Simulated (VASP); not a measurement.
A run of VASP 6.6.1:

Contents of INCAR:

```
ALGO = Normal ; EDIFF = 1E-6
ENCUT = 520 ; GGA = PE
ISIF = 2 ; ISMEAR = 1
ISPIN = 2 ; LASPH = True
LCHARG = False ; LMAXMIX = 4
LORBIT = 11 ; LREAL = False
LWAVE = False ; MAGMOM = 2.5 2.5 2.5 2.5
NBANDS = 30 ; NELM = 150
PREC = Accurate ; SIGMA = 0.1
```

The input KPOINTS:

```
k-points
0
Gamma
  10 10 3
```

The input POSCAR:

```
Co
1.0
    2.4705620000      0.0000000000      0.0000000000
   -1.2352810000      2.1395694536      0.0000000000
    0.0000000000      0.0000000000      8.0882340000
Co
4
Direct
    0.0000000000      0.0000000000      0.0000000000
    0.3333333333      0.6666666667      0.2500000000
    0.0000000000      0.0000000000      0.5000000000
    0.6666666667      0.3333333333      0.7500000000
```

Potentials or basis: VASP PAW PBE potentials, release 64 (Co).

The run is started by

```console
$ cat potpaw_PBE.64/Co/POTCAR > POTCAR
$ mpirun -np 1 vasp_std > vasp.out
```

Hardware: 1 thread of Intel Xeon 8259CL, on a shared host.

Estimate the wall time of this run.

It took 100 s on 1 thread of Intel Xeon 8259CL (shared host), peak memory 0.19 GiB. Counts: scf iterations 18, k points 28.
